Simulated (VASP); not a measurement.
Runs of VASP 6.6.1 on W. The structure is that of space group P6_3/mmc (No. 194), or close to it. The cells are those of the table. 

```csv
cell,gap on the mesh (eV),pressure (GPa)
"a = 2.747, b = 2.747, c = 4.900 Å, angles 90.0, 90.0, 120.0°, 2 atoms",none,12.8
"a = 2.822, b = 2.822, c = 5.032 Å, angles 90.0, 90.0, 120.0°, 2 atoms",none,-9.6
"a = 2.785, b = 2.785, c = 4.967 Å, angles 90.0, 90.0, 120.0°, 2 atoms",none,(b)
"a = 2.892, b = 2.892, c = 5.158 Å, angles 90.0, 90.0, 120.0°, 2 atoms",none,-24.3
"a = 2.709, b = 2.709, c = 4.831 Å, angles 90.0, 90.0, 120.0°, 2 atoms",none,(a)
```

Alike in all rows: task single point; level revPBE; potentials or basis VASP PAW PBE potentials, release 64 (W_sv); no spin polarisation; k mesh 15 × 15 × 7; cutoff (eV) 520; smearing fermi-dirac 0.1 eV.

**Question.** Fill in the values left out.

**Answer.** (a) 27.7; (b) 0.5.

Caveats: the PAW data sets were made with another functional, which shifts forces and pressure a little; spin-orbit coupling is left out, which moves the levels of the heavy elements.

A k mesh can miss the band edges, and the runs leave out spin-orbit coupling on W.

A gap of «none» marks levels without a gap at the run's occupations.
